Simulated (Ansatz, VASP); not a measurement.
CuCl: VASP beside Ansatz

File POSCAR:

```
CuCl
1.0
    0.0000000000      2.6640589215      2.6640589215
    2.6640589215      0.0000000000      2.6640589215
    2.6640589215      2.6640589215      0.0000000000
Cu Cl
1 1
Direct
    0.0000000000      0.0000000000      0.0000000000
    0.2500000000      0.2500000000      0.2500000000
```

INCAR.step1

```
SYSTEM = CuCl
PREC = Accurate ; ENCUT = 520
EDIFF = 1E-5 ; ISMEAR = -1
SIGMA = 0.05 ; LREAL = .FALSE.
LASPH = .TRUE. ; NELM = 120
ALGO = Normal ; ISIF = 2
LWAVE = .TRUE. ; LCHARG = .FALSE.
NBANDS = 16 ; GGA = PE
GGA_COMPAT = .FALSE.
```

File INCAR.step2:

```
SYSTEM = CuCl
PREC = Accurate ; ENCUT = 520
EDIFF = 1E-6 ; ISMEAR = -1
SIGMA = 0.05 ; LREAL = .FALSE.
LASPH = .TRUE. ; NELM = 120
ALGO = Normal ; ISIF = 2
LWAVE = .FALSE. ; LCHARG = .FALSE.
GGA = PE ; LHFCALC = .TRUE.
HFSCREEN = 0.2079 ; PRECFOCK = Normal
NBANDS = 16 ; ISTART = 1
GGA_COMPAT = .FALSE.
```

File KPOINTS:

```
regular mesh
0
G
  4 4 4
  0 0 0
```

Input for Ansatz:

```yaml
crystal:
  lattice:
    - [0.0, 2.664058921452, 2.664058921452]
    - [2.664058921452, 0.0, 2.664058921452]
    - [2.664058921452, 2.664058921452, 0.0]
  atoms:
    - { symbol: Cu, position: [0.0, 0.0, 0.0] }
    - { symbol: Cl, position: [0.25, 0.25, 0.25] }
kpoints:
  mp_grid: { grid: [4, 4, 4] }
hamiltonian:
  xc: hse06
  pseudopotentials: { kind: paw }
scf:
  occupations: { method: fermi_dirac, width: 0.05 }
  convergence: { dr2_threshold: "1e-10 eV" }
  exx: { energy_threshold: "2e-8 eV" }
output:
  forces: true
  stress: true
  eigenvalues: true
```

Alike in both runs: task single point; functional HSE06; k mesh 4 × 4 × 4; occupations fermi-dirac, width 0.05 eV; no spin polarisation.

|  | VASP | Ansatz |
| --- | --- | --- |
| version | VASP 6.6.1 | Ansatz 0.2.0 development build |
| potentials or method | VASP PAW PBE potentials, release 64 (Cu, Cl) | plane waves, PAW datasets (generated soft set 1) |
| plane-wave cutoff (eV) | 520 | 420 |
| valence electrons in the cell | 18 | 26 |

|  | VASP | Ansatz | Ansatz less VASP |
| --- | --- | --- | --- |
| gap on the k mesh at the Fermi level (eV) | 2.40 | 2.43 | +0.024 |

VASP's potentials hold 18 valence electrons a cell and Ansatz's 26, so a difference there can come from the potentials and not from the codes.

The k mesh is coarse, so the values compare programs but aren't converged.
